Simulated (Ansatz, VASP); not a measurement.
Two plane-wave programs on AlN

```xyz
6
Lattice="3.2578 0.0023 0.0004 0.3028 4.7704 0.0022 0.5770 2.3216 4.2653" Properties=species:S:1:pos:R:3 pbc="T T T"
Al    1.8764    6.3819    3.8666
Al    2.0953    1.3291    1.1613
Al    3.4761    3.5266    2.0721
N     1.8556    4.3251    1.4382
N     3.8043    3.4073    3.9173
N     0.6561    2.3138    0.3485
```

Alike in both runs: functional PBE; k mesh 8 × 6 × 6; occupations gaussian, width 0.02 eV; no spin polarisation.

Ansatz relaxed the structure, and its values are those at the end. VASP's run is a single point on that final structure, the one shown.

```csv
,VASP,Ansatz
version,VASP 6.6.1,Ansatz 0.2.0
potentials or method,"VASP PAW PBE potentials, release 64 (Al, N), cutoff 520 eV","scalar-relativistic, plane waves, PAW"
valence electrons in the cell,24,24
```

|  | VASP | Ansatz | Ansatz less VASP |
| --- | --- | --- | --- |
| gap on the k mesh at the Fermi level (eV) | 0.67 | 0.67 | -0.002 |
| least direct gap on the mesh (eV) | 0.73 | 0.72 | -0.002 |
| pressure (GPa) | -0.2 | 0.0 | +0.19 |
| rms of the force components (eV/Å) | 0.010 | 0.002 | -0.0078 |
